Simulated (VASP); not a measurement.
Input of a VASP 6.6.1 run:

The input INCAR:

```
ALGO = Normal
EDIFF = 1E-6
ENCUT = 520
GGA = PE
ISIF = 2
ISMEAR = 0
LASPH = T
LCHARG = T
LELF = T
LREAL = F
LVHAR = T
LWAVE = F
NBANDS = 11
NELM = 60
PREC = Accurate
SIGMA = 0.15
```

Contents of KPOINTS:

```
k-points
0
Gamma
  20 20 20
```

File POSCAR:

```
Si
1.0
   -2.3358017199      2.3358017199      1.3292653899
    2.3358017199     -2.3358017199      1.3292653899
    2.3358017199      2.3358017199     -1.3292653899
Si
2
Direct
    0.2500000000      0.7500000000      0.5000000000
    0.5000000000      0.5000000000      0.0000000000
```

Potentials or basis: VASP PAW PBE potentials, release 64 (Si).

Run with:

```console
$ cat potpaw_PBE.64/Si/POTCAR > POTCAR
$ mpirun -np 1 vasp_std > vasp.out
```

Problem. What does it give for the pressure?

Solution. 7.4 GPa.

Problem. What does it give for the band gap on the k mesh?

Solution. Zero (band 4 reaches 12.55 eV, above the bottom of band 5 at 5.41 eV).

Stress tensor (GPa, compression positive):
```
9.00 0.00 0.00
0.00 9.00 0.00
0.00 0.00 4.22
```

Caveat: the cell differs from its parent crystal (strain -0.015 along x and y, +0.000 along z).
